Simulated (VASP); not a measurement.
Wanted: the native input for a VASP 6.6.1 run.

```
Task                   : single point
Functional             : PBE
Potentials or basis    : VASP PAW PBE potentials, release 64 (C, H)
Cutoff                 : 520 eV
k mesh                 : 2 × 2 × 1
Occupations            : gaussian, width 0.05 eV
Spin                   : collinear spin
Starting moments       : [0.0, 0.09, 0.0, 0.09, 0.0, 0.0, 0.0, 0.08, 0.0, 0.09, 0.0, 0.08, 0.0, 0.08, 0.0, 0.0, 0.0, 0.0, 0.0] μB
Dipole correction      : no
Further INCAR settings : LREAL = Auto; ALGO = Normal; EDIFF = 1e-07; NBANDS = 56
```

The structure of HC18 lies in POSCAR:

```
HC18
1.0
    7.3980000000      0.0000000000      0.0000000000
   -3.6990000000      6.4068560000      0.0000000000
    0.0000000000      0.0000000000     12.0000000000
C H
18 1
Direct
   -0.0024663666      0.0023373399      0.0809312500
    0.2190947906      0.1127429741      0.0825705000
   -0.0031383936      0.3340819585      0.0813956667
    0.2184005948      0.4449355503      0.0824296667
   -0.0028857522      0.6680062733      0.0821051667
    0.2193934674      0.7791408142      0.0823953333
    0.3306837651      0.0017262757      0.0826418333
    0.5532941995      0.1127414133      0.0825384167
    0.3262472423      0.3327510404      0.0847195000
    0.5532903965      0.4469811714      0.0956595833
    0.3305343613      0.6680062733      0.0821352500
    0.5529628201      0.7812889817      0.0808306667
    0.6644429318      0.0023332817      0.0809241667
    0.8860439667      0.1124493823      0.0811629167
    0.6661467915      0.3327437046      0.0846531667
    0.8861785903      0.4449478808      0.0823845833
    0.6676986757      0.6757712363      0.0793650833
    0.8879727157      0.7812944446      0.0808124167
    0.5861838265      0.5122211269      0.1853443333
```

One way to write it, as run:

INCAR

```
SYSTEM = HC18
  ALGO = Normal
  EDIFF = 1E-7
  ENCUT = 520
  GGA = PE
  ISIF = 2
  ISMEAR = 0
  ISPIN = 2
  LASPH = .TRUE.
  LCHARG = .FALSE.
  LORBIT = 11
  LREAL = Auto
  LWAVE = .FALSE.
  MAGMOM = 0 0.09 0 0.09 0 0 0 0.08 0 0.09 0 0.08 0 0.08 0 0 0 0 0
  NBANDS = 56
  NELM = 150
  PREC = Accurate
  SIGMA = 0.05
```

KPOINTS

```
k-points
0
G
  2 2 1
  0 0 0
```

Potentials or basis: VASP PAW PBE potentials, release 64 (C, H).

The run is started by

```sh
$ cat potpaw_PBE.64/C/POTCAR potpaw_PBE.64/H/POTCAR > POTCAR
$ mpirun -np 1 vasp_std > vasp.out
```

It gave:

The largest force is 0.869 eV/Å. The net moment is 0.00 μB per cell and the valence electrons inside the program's atomic spheres are C 2.67, 2.66, 2.64, 2.65, 2.63 (each value once); H 0.60.

Caveat: the k points lie up to 0.49 Å⁻¹ apart; there is no dipole correction, which matters where the two faces differ.

Run time: 6.2 min on 1 thread of Intel(R) Xeon(R) 6975P-C (Granite Rapids) (shared host), peak memory 0.86 GiB.
